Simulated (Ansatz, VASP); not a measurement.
## TaC2 in VASP and in Ansatz

```xyz
3
Lattice="-1.5787 1.5787 2.9801 1.5787 -1.5787 2.9801 1.5787 1.5787 -2.9801" Properties=species:S:1:pos:R:3 pbc="T T T"
Ta    0.0000    0.0000    0.0000
C     0.0000    0.0000    2.2855
C     0.0000    0.0000    3.6747
```

Change from the starting cell: species swapped into the LaC2 type (I4/mmm, No. 139).

Alike in both runs: functional PBE; k mesh 6 × 6 × 6; occupations gaussian, width 0.1 eV; no spin polarisation.

Ansatz relaxed the structure, and its values are those at the end. VASP's run is a single point on that final structure, the one shown.

|  | VASP | Ansatz |
| --- | --- | --- |
| version | VASP 6.6.1 | Ansatz 0.2.0 |
| potentials or method | VASP PAW PBE potentials, release 64 (Ta_sv_GW, C), cutoff 600 eV | scalar-relativistic, plane waves, PAW |
| valence electrons in the cell | 21 | 21 |

VASP gave:

* gap on the k mesh at the Fermi level (eV): none
* pressure (GPa): -0.2
* rms of the force components (eV/Å): 0.051

Which values does Ansatz return?

gap on the k mesh at the Fermi level (eV): none; pressure (GPa): -0.4; rms of the force components (eV/Å): 0.011.

A gap of «none» marks a metal or a gap that the smearing closes.

The k mesh is coarse, so the values compare programs but aren't converged. Neither program's run includes spin-orbit coupling.
